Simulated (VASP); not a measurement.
Write the native input for VASP 6.6.1 that does the following.

```
Task                   : single point
Functional             : PBE
Potentials or basis    : VASP PAW PBE potentials, release 64 (Sn_d, O)
Cutoff                 : 520 eV
k mesh                 : 2 × 2 × 4
Occupations            : gaussian, width 0.01 eV
Spin                   : no spin polarisation
Dipole correction      : no
Further INCAR settings : ALGO = Normal; EDIFF = 1e-06; NBANDS = 35
```

The structure of SnO2 (Cassiterite) lies in POSCAR:

```
SnO2
1.0
    4.7380000000      0.0000000000      0.0000000000
    0.0000000000      4.7380000000      0.0000000000
    0.0000000000      0.0000000000      3.1865000000
Sn O
2 4
Direct
    0.0000000000      0.0000000000      0.0000000000
    0.5000000000      0.5000000000      0.5000000000
    0.3071000000      0.3071000000      0.0000000000
    0.1929000000      0.8071000000      0.5000000000
    0.6929000000      0.6929000000      0.0000000000
    0.8071000000      0.1929000000      0.5000000000
```

These files were run (other wordings do the same):

INCAR

```
SYSTEM = SnO2
PREC = Accurate
ENCUT = 520
EDIFF = 1E-6
ISMEAR = 0
SIGMA = 0.01
LREAL = .False.
LASPH = .True.
NELM = 80
ALGO = Normal
ISIF = 2
LWAVE = .False.
LCHARG = .True.
GGA = PE
LELF = .True.
LVHAR = .True.
NBANDS = 35
```

KPOINTS

```
regular mesh
0
Gamma
  2 2 4
  0 0 0
```

Potentials or basis: VASP PAW PBE potentials, release 64 (Sn_d, O).

Run with:

```bash
$ cat potpaw_PBE.64/Sn_d/POTCAR potpaw_PBE.64/O/POTCAR > POTCAR
$ mpirun -np 1 vasp_std > vasp.out
```

Results of the run:

```
Pressure               : 11.5 GPa
Largest force          : 0.273 eV/Å
Band gap on the k mesh : 1.26 eV, direct
```

Caveat: the k points lie up to 0.66 Å⁻¹ apart; spin-orbit coupling is left out, which moves the levels of the heavy elements.

Wall time 18 s on 1 thread of Intel(R) Xeon(R) Platinum 8488C (Sapphire Rapids) (shared host), peak memory 0.17 GiB.
